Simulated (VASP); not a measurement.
Runs of VASP 6.6.1 on P. The structure is that of space group Cmmm (No. 65), or close to it. The cells are those of the table. 

```csv
cell,gap on the mesh (eV),pressure (GPa)
"a = 2.397, b = 2.397, c = 2.391 Å, angles 90.0, 90.0, 98.6°, 1 atom",none,0.5
"a = 2.394, b = 2.394, c = 2.391 Å, angles 90.0, 90.0, 83.6°, 1 atom",none,(a)
"a = 2.392, b = 2.392, c = 2.391 Å, angles 90.0, 90.0, 94.3°, 1 atom",none,0.2
"a = 2.396, b = 2.396, c = 2.391 Å, angles 90.0, 90.0, 82.5°, 1 atom",none,0.4
"a = 2.391, b = 2.391, c = 2.391 Å, angles 90.0, 90.0, 86.8°, 1 atom",none,0.2
"a = 2.393, b = 2.393, c = 2.391 Å, angles 90.0, 90.0, 84.6°, 1 atom",none,0.2
```

Alike in all rows: task single point; level PBEsol+D3(BJ); potentials or basis VASP PAW PBE potentials, release 64 (P); no spin polarisation; k mesh 24 × 24 × 24; cutoff (eV) 520; smearing gaussian 0.15 eV.

Fill in the values left out.

(a) 0.3.

Caveats: the PAW data sets were made with another functional, which shifts forces and pressure a little; pairwise dispersion overbinds metals, which lowers pressure and volume.

A gap of «none» marks levels without a gap at the run's occupations.
